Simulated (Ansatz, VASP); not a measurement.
One calculation of Ir, two programs

```
Ir
1.0
     2.69562    0.00000    0.00000
     0.00000    3.81218    0.00000
     0.00000    0.00000   18.12380
Ir
5
Cartesian
  0.0000 0.0000 6.5000
  1.3478 1.9061 7.6445
  0.0000 0.0000 9.0619
  1.3478 1.9061 10.4793
  0.0000 0.0000 11.6238
```

Alike in both runs: task single point; functional LDA; k mesh 15 × 11 × 1; occupations fermi-dirac, width 0.1 eV; no spin polarisation.

```csv
,VASP,Ansatz
version,VASP 6.6.1,Ansatz 0.2.0
potentials or method,"VASP PAW LDA potentials, release 64 (Ir), cutoff 520 eV","all-electron LAPW, scalar-relativistic"
```

```csv
,VASP,Ansatz,Ansatz less VASP
rms of the force components (eV/Å),0.063,0.002,-0.0610
```

LDA's correlation is that of Perdew and Zunger in VASP and of Perdew and Wang (1992) in Ansatz. Atom by atom the forces differ by 0.063 eV/Å (rms over components). Ansatz ran all-electron here, and VASP with PAW potentials.

Spin-orbit coupling is off throughout.
